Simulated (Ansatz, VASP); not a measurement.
MgB2 in VASP and in Ansatz

```
Mg B
1.0
     3.06167    0.00000    0.00000
    -1.53083    2.65148    0.00000
     0.00000    0.00000    3.50456
Mg B
1 2
Direct
  0.00000 0.00000 0.00000
  0.66667 0.33333 0.50000
  0.33333 0.66667 0.50000
```

Alike in both runs: task single point; functional PBEsol; k mesh 6 × 6 × 4; occupations gaussian, width 0.1 eV; no spin polarisation.

|  | VASP | Ansatz |
| --- | --- | --- |
| version | VASP 6.6.1 | Ansatz 0.2.0 |
| potentials or method | VASP PAW PBE potentials, release 64 (Mg, B), cutoff 600 eV | scalar-relativistic, plane waves, PAW |
| valence electrons in the cell | 8 | 16 |

Ansatz gave:

```
gap on the k mesh at the Fermi level (eV)                     : none
pressure (GPa)                                                : 0.1
traceless stress, the component that is largest in VASP (GPa) : -5.11
```

Q: Estimate VASP's values.

A: gap on the k mesh at the Fermi level (eV): none; pressure (GPa): 0.1; traceless stress, the component that is largest in VASP (GPa): -5.30.

VASP's potentials were made for PBE, not for PBEsol, and Ansatz warns of the same on its side. A gap of «none» marks a metal or a gap that the smearing closes. VASP's potentials hold 8 valence electrons a cell and Ansatz's 16, so a difference there can come from the potentials and not from the codes.

The k mesh is coarse, so the values compare programs but aren't converged.
